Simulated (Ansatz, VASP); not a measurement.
**Two plane-wave programs on Cr**

```xyz
1
Lattice="2.3057 0.0000 0.0000 0.0000 2.3057 0.0000 0.0000 0.0000 2.3057" Properties=species:S:1:pos:R:3 pbc="T T T"
Cr    0.0000    0.0000    0.0000
```

Alike in both runs: task relaxation of cell and atoms; functional PBEsol; k mesh 18 × 18 × 18; occupations gaussian, width 0.1 eV; no spin polarisation.

```csv
,VASP,Ansatz
version,VASP 6.6.1,Ansatz 0.2.0
potentials or method,"VASP PAW PBE potentials, release 64 (Cr_pv), cutoff 600 eV","scalar-relativistic, plane waves, PAW"
valence electrons in the cell,12,14
```

Ansatz gave:

* gap on the k mesh at the Fermi level, each at its own relaxed structure (eV): none
* relaxed volume (Å³/atom): 12.27
* relaxed cell length with the largest relative difference (Å): 2.306

Q: Estimate VASP's values.

A: gap on the k mesh at the Fermi level, each at its own relaxed structure (eV): none; relaxed volume (Å³/atom): 12.26; relaxed cell length with the largest relative difference (Å): 2.306.

VASP's potentials were made for PBE, not for PBEsol. A gap of «none» marks a metal or a gap that the smearing closes. VASP's potentials hold 12 valence electrons a cell and Ansatz's 14, so a difference there can come from the potentials and not from the codes.

Noted on VASP's run: the relaxation stopped at its first step, so nothing moved.
